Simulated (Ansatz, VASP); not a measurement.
# One calculation of Y, two programs

```
Y
1.0
     0.00000    2.40636    2.40636
     2.40636    0.00000    2.40636
     2.40636    2.40636    0.00000
Y
1
Cartesian
  0.0000 0.0000 0.0000
```

Change from the starting cell: volume scaled by 0.9, PAW files.

Alike in both runs: task single point; functional PBEsol; k mesh 13 × 13 × 13; occupations fermi-dirac, width 0.1 eV; no spin polarisation.

|  | VASP | Ansatz |
| --- | --- | --- |
| version | VASP 6.6.1 | Ansatz 0.2.0 |
| potentials or method | VASP PAW PBE potentials, release 64 (Y_sv) | PAW with Ansatz's default frozen-core files, scalar-relativistic |
| plane-wave cutoff (eV) | 520 | 420 |
| valence electrons in the cell | 11 | 11 |

VASP gave:

| Item | Value |
| --- | --- |
| pressure (GPa) | 4.9 |

Task: Estimate Ansatz's values.

Result: Pressure (GPa): 5.1.

VASP's potentials were made for PBE, not for PBEsol. The functional is the same, so the differences come from potentials, cutoffs and numerics.
